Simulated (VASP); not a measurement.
CdF2: single point with PBE

CdF2:

```xyz
3
Lattice="0.0000 2.6845 2.6845 2.6845 0.0000 2.6845 2.6845 2.6845 0.0000" Properties=species:S:1:pos:R:3 pbc="T T T"
Cd    0.0000    0.0000    0.0000
F     1.3422    1.3422    1.3422
F     4.0267    4.0267    4.0267
```

This cell differs from its parent crystal: volume changed by -6%.

```
Program                : VASP 6.6.1
Task                   : single point
Functional             : PBE
Potentials or basis    : VASP PAW PBE potentials, release 64 (Cd_sv_GW, F)
Cutoff                 : 600 eV
k mesh                 : 6 × 6 × 6
Occupations            : gaussian, width 0.01 eV
Spin                   : no spin polarisation
Dipole correction      : no
Second run             : valence_matched
Further INCAR settings : ALGO = Normal; EDIFF = 1e-06; NBANDS = 24
```

```json
{
 "Pressure": "5.9 GPa",
 "Band gap on the k mesh": "3.15 eV, indirect (least direct gap 3.61 eV)"
}
```

Levels at points of the mesh, in eV from the valence-band top:
```tsv
k point	band 13	band 14	band 15	band 16	band 17	band 18	band 19	band 20	band 21	band 22
(0.00, 0.00, 0.00)	-0.98	-0.98	-0.47	-0.47	-0.47	3.15	12.78	12.78	12.78	17.77
(0.50, 0.00, 0.00)	-2.30	-1.86	-1.86	-0.37	-0.37	7.29	9.21	14.63	14.63	18.29
(0.50, 0.50, 0.00)	-2.99	-2.99	-0.51	-0.07	-0.07	8.13	9.75	11.98	14.40	14.40
```

Wall time 16 s on 1 thread of Intel(R) Xeon(R) Platinum 8488C (Sapphire Rapids), on a shared host, peak memory 0.18 GiB.

 A k mesh can miss the band edges.
